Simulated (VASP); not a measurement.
# SiO2 (P4_32_12) in VASP: notebook, part 2 of 2

VASP 6.6.1. The steps go on from the part before.

### Step 3. Single point, r2SCAN

This run uses another cell than the first one, of 14.31 Å³/atom, 1.020 times its volume.

POSCAR reads:

```
SiO2
1.0
    4.9815683117      0.0000000000      0.0000000000
    0.0000000000      4.9815683117      0.0000000000
    0.0000000000      0.0000000000      6.9205384546
Si O
4 8
Direct
    0.8021860488      0.8021860488      0.5000000000
    0.6978139512      0.3021860488      0.2500000000
    0.3021860488      0.6978139512      0.7500000000
    0.1978139512      0.1978139512      0.0000000000
    0.7617214984      0.1087213040      0.4311546996
    0.8912786960      0.2382785016      0.0688453004
    0.1087213040      0.7617214984      0.5688453004
    0.2617214984      0.3912786960      0.8188453004
    0.2382785016      0.8912786960      0.9311546996
    0.7382785016      0.6087213040      0.3188453004
    0.3912786960      0.2617214984      0.1811546996
    0.6087213040      0.7382785016      0.6811546996
```

INCAR.step1 reads:

```
PREC = Accurate ; ENCUT = 520
ISMEAR = -1 ; SIGMA = 0.05
LREAL = F ; LASPH = T
NELM = 100 ; NBANDS = 44
GGA = PE ; ALGO = Normal
EDIFF = 1E-4 ; LWAVE = T
LCHARG = F
```

INCAR.step2 reads:

```
PREC = Accurate ; ENCUT = 520
EDIFF = 1E-6 ; ISMEAR = -1
SIGMA = 0.05 ; LREAL = F
LASPH = T ; NELM = 100
ALGO = Normal ; ISIF = 2
LWAVE = F ; LCHARG = F
METAGGA = R2SCAN ; LMIXTAU = T
NBANDS = 44 ; ISTART = 1
```

KPOINTS reads:

```
Automatic mesh
0
Gamma
  6 6 4
```

Potentials or basis: VASP PAW PBE potentials, release 64 (Si, O).

On the command line:

```bash
cat potpaw_PBE.64/Si/POTCAR potpaw_PBE.64/O/POTCAR > POTCAR
cp INCAR.step1 INCAR
mpirun -np 1 vasp_std > vasp.out
cp INCAR.step2 INCAR
mpirun -np 1 vasp_std > vasp.out
```

OUTCAR:

```text
PREC = Accurate
   ENCUT = 520
   EDIFF = 1E-6
   ISMEAR = -1
   LREAL = F
   LASPH = T
   NELM = 100
   ISIF = 2
   METAGGA = R2SCAN
   ISTART = 1

 ion  position               nearest neighbor table
   1  0.802  0.802  0.500-   5 1.61   7 1.61  10 1.61  12 1.61   2 3.08   3 3.08   2 3.08   3 3.08

   2  0.698  0.302  0.250-  10 1.61  11 1.61   5 1.61   6 1.61   1 3.08   4 3.08   1 3.08   4 3.08

   3  0.302  0.698  0.750-   8 1.61  12 1.61   9 1.61   7 1.61   1 3.08   4 3.08   4 3.08   1 3.08

   4  0.198  0.198  0.000-   6 1.61   9 1.61   8 1.61  11 1.61   2 3.08   3 3.08   3 3.08   2 3.08

   5  0.762  0.109  0.431-   1 1.61   2 1.61
   6  0.891  0.238  0.069-   4 1.61   2 1.61
   7  0.109  0.762  0.569-   1 1.61   3 1.61
   8  0.262  0.391  0.819-   3 1.61   4 1.61
   9  0.238  0.891  0.931-   4 1.61   3 1.61
  10  0.738  0.609  0.319-   2 1.61   1 1.61
  11  0.391  0.262  0.181-   2 1.61   4 1.61
  12  0.609  0.738  0.681-   3 1.61   1 1.61

  LATTYP: Found a simple tetragonal cell.
 ALAT       =     4.9815683117
 C/A-ratio  =     1.3892288576

  Lattice vectors:

 A1 = (   4.9815683117,   0.0000000000,   0.0000000000)
 A2 = (   0.0000000000,   4.9815683117,   0.0000000000)
 A3 = (   0.0000000000,   0.0000000000,   6.9205384546)

Analysis of symmetry for initial positions (statically):
=====================================================================
 Subroutine PRICEL returns:
 Original cell was already a primitive cell.

 Routine SETGRP: Setting up the symmetry group for a
 simple tetragonal supercell.

 Subroutine GETGRP returns: Found  8 space group operations
 (whereof  2 operations were pure point group operations)
 out of a pool of 16 trial point group operations.

The static configuration has the point symmetry C_2 .
 The point group associated with its full space group is D_4 .

Analysis of symmetry for dynamics (positions and initial velocities):
=====================================================================
 Subroutine PRICEL returns:
 Original cell was already a primitive cell.

 Routine SETGRP: Setting up the symmetry group for a
 simple tetragonal supercell.

 Subroutine GETGRP returns: Found  8 space group operations
 (whereof  2 operations were pure point group operations)
 out of a pool of 16 trial point group operations.

The dynamic configuration has the point symmetry C_2 .
 The point group associated with its full space group is D_4 .

 Subroutine INISYM returns: Found  8 space group operations
 (whereof  2 operations are pure point group operations),
 and found     1 'primitive' translations

----------------------------------------------------------------------------------------

                                     Primitive cell

  volume of cell :     171.7402

  direct lattice vectors                    reciprocal lattice vectors
     4.981568312  0.000000000  0.000000000     0.200739995  0.000000000  0.000000000
     0.000000000  4.981568312  0.000000000     0.000000000  0.200739995  0.000000000
     0.000000000  0.000000000  6.920538455     0.000000000  0.000000000  0.144497427

[... 84 lines left out ...]
 [... further k-points ...]
   k-points           NKPTS =     30   k-points in BZ     NKDIM =     30   number of bands    NBANDS=     44
   number of dos      NEDOS =    301   number of ions     NIONS =     12
   total plane-waves  NPLWV =  86400
   dimension x,y,z NGX =    40 NGY =   40 NGZ =   54
   dimension x,y,z NGXF=    80 NGYF=   80 NGZF=  108
   ions per type =               4   8
   NGX,Y,Z   is equivalent  to a cutoff of  13.35, 13.35, 12.97 a.u.
   NGXF,Y,Z  is equivalent  to a cutoff of  26.70, 26.70, 25.94 a.u.
 SYSTEM =  unknown system
   PREC   = accura    normal or accurate (medium, high low for compatibility)
   ISTART =      1    job   : 0-new  1-cont  2-samecut
   ICHARG =      0    charge: 1-file 2-atom 10-const
   ISPIN  =      1    spin polarized calculation?
   LNONCOLLINEAR =      F non collinear calculations
   LSORBIT =      F    spin-orbit coupling
   LASPH  =      T    aspherical Exc in radial PAW
   ENCUT  =  520.0 eV  38.22 Ry    6.18 a.u.   9.26  9.26 12.87*2*pi/ulx,y,z
   NELM   =    100;   NELMIN=  2; NELMDL=  0     # of ELM steps
   EDIFF  = 0.1E-05   stopping-criterion for ELM
   LREAL  =      F    real-space projection
   EDIFFG = 0.1E-04   stopping-criterion for IOM
   NSW    =      0    number of steps for IOM
   IBRION =     -1    ionic relax: 0-MD 1-quasi-New 2-CG
   NFREE  =      0    steps in history (QN), initial steepest desc. (CG)
   ISIF   =      2    stress and relaxation
   ISYM   =      2    0-nonsym 1-usesym 2-fastsym
   POTIM  = 0.5000    time-step for ionic-motion
   TEBEG  =    0.0;   TEEND  =   0.0 temperature during run
   PSTRESS=    0.0 pullay stress
   NELECT =      64.0000    total number of electrons
   NUPDOWN=      -1.0000    fix difference up-down
   EMIN   =  10.00;   EMAX   =-10.00  energy-range for DOS
   EFERMI =   0.00;   METHOD = LEGACY
   ISMEAR =    -1;   SIGMA  =   0.05  broadening in eV -4-tet -1-fermi 0-gaus
   EFERMI_NEDOS =   21; number of points for ismear=-14 and -15
   IALGO  =     38    algorithm
   IMIX   =      4    mixing-type and parameters
     AMIX     =   0.40;   BMIX     =  1.00
     AMIX_MAG =   1.60;   BMIX_MAG =  1.00
  volume/ion in A,a.u.               =      14.31        96.58
  Fermi-wavevector in a.u.,A,eV,Ry     =   1.178087  2.226262 18.883385  1.387890
  Thomas-Fermi vector in A             =   2.314422
   LORBIT       =      0    0 simple, 1 ext, 2 COOP (PROOUT), +10 PAW based schemes
   METAGGA = R2SCAN    functional components
   LHFCALC =     F    Hartree Fock is set to
   AEXX    =    0.0000 exact exchange contribution
   IVDW    =     0    specifies the selected vdW correction
   LEPSILON=     F    determine dielectric tensor
   LRPA    =     F    only Hartree local field effects (RPA)
 non-spin polarized calculation
  energy-cutoff  :      520.00
  volume of cell :      171.74
 maximum number of plane-waves:      4650
 NGX is ok and might be reduce to    40
   NGX = 19   NGY = 19   NGZ = 25

 number of electron      63.9999966 magnetization

 Free energy of the ion-electron system (eV)
  ---------------------------------------------------
  ext. energy  EPLUGINS =         0.00000000
  ---------------------------------------------------
  free energy    TOTEN  =      -119.16489278 eV

  energy without entropy =     -119.16489278  energy(sigma->0) =     -119.16489278

 E-fermi :   0.7733     XC(G=0):  -8.8789

 val. band max:       -0.3172219913   @ k =   0.0000   0.0000   0.0000
 cond. band min:       6.0286788376   @ k =   0.0000   0.0000   0.0000
 fundamental gap:      6.3459008289
 Fermi energy:         0.7732740622

 k-point     1 :       0.0000    0.0000    0.0000
  band No.  band energies     occupation
      1     -20.7660      2.00000
      2     -19.8654      2.00000
      3     -19.8654      2.00000
      4     -18.7328      2.00000
      5     -18.6869      2.00000
      6     -18.6811      2.00000
[... 1117 lines left out ...]
     43      12.0853      0.00000
     44      12.0853      0.00000

 [... further k-points ...]

------------------------ aborting loop because EDIFF is reached ----------------------------------------

  FORCE on cell =-STRESS in cart. coord.  units (eV):
  Direction    XX          YY          ZZ          XY          YZ          ZX
  --------------------------------------------------------------------------------------
  -------------------------------------------------------------------------------------
  Total        0.2324334      0.2324334      0.1865790      0.0000000      0.0000000      0.0000000
  in kB        2.1683878      2.1683878      1.7406094      0.0000000      0.0000000      0.0000000
  external PRESSURE =       2.0257950 kB  Pullay stress =       0.0000000 kB

 VOLUME and BASIS-vectors are now :
 -----------------------------------------------------------------------------
  energy-cutoff  :      520.00
  volume of cell :      171.74
      direct lattice vectors                 reciprocal lattice vectors
     4.981568312  0.000000000  0.000000000     0.200739995  0.000000000  0.000000000
     0.000000000  4.981568312  0.000000000     0.000000000  0.200739995  0.000000000
     0.000000000  0.000000000  6.920538455     0.000000000  0.000000000  0.144497427

 POSITION                                       TOTAL-FORCE (eV/Angst)
 -----------------------------------------------------------------------------------
      3.99614      3.99614      3.46027         0.019747      0.019747      0.000000
      3.47621      1.50536      1.73013        -0.019747      0.019747     -0.000000
      1.50536      3.47621      5.19040         0.019747     -0.019747     -0.000000
      0.98542      0.98542      0.00000        -0.019747     -0.019747      0.000000
      3.79457      0.54160      2.98382         0.000092      0.000608     -0.000445
      4.43997      1.18700      0.47645        -0.000608     -0.000092      0.000445
      0.54160      3.79457      3.93672         0.000608      0.000092      0.000445
      1.30378      1.94918      5.66685         0.000092     -0.000608      0.000445
      1.18700      4.43997      6.44409        -0.000092     -0.000608     -0.000445
      3.67778      3.03239      2.20658        -0.000092      0.000608      0.000445
      1.94918      1.30378      1.25369        -0.000608      0.000092     -0.000445
      3.03239      3.67778      4.71396         0.000608     -0.000092     -0.000445
 -----------------------------------------------------------------------------------
    total drift:                                0.000000     -0.000000      0.000000

  FREE ENERGIE OF THE ION-ELECTRON SYSTEM (eV)
  ---------------------------------------------------
  free  energy   TOTEN  =      -119.1648927811 eV

  energy  without entropy=     -119.1648927811  energy(sigma->0) =     -119.16489278
```

It took 6.5 min on 1 thread of Intel Xeon Platinum 8559C (Emerald Rapids), shared host; peak memory 0.4 GiB.

Results:

```yaml
Free_energy: -119.1649 eV
Pressure: 0.2 GPa
Largest_force: 0.028 eV/Å
Band_gap_on_the_k_mesh: 6.35 eV, direct
```

Forces on the atoms (eV/Å):
```
Si   0.020  0.020  0.000
Si  -0.020  0.020  0.000
Si   0.020 -0.020  0.000
Si  -0.020 -0.020  0.000
O    0.000  0.001  0.000
O   -0.001  0.000  0.000
O    0.001  0.000  0.000
O    0.000 -0.001  0.000
O    0.000 -0.001  0.000
O    0.000  0.001  0.000
O   -0.001  0.000  0.000
O    0.001  0.000  0.000
```

Caveat: the PAW data sets were made with another functional, which shifts forces and pressure a little. A k mesh can miss the band edges.
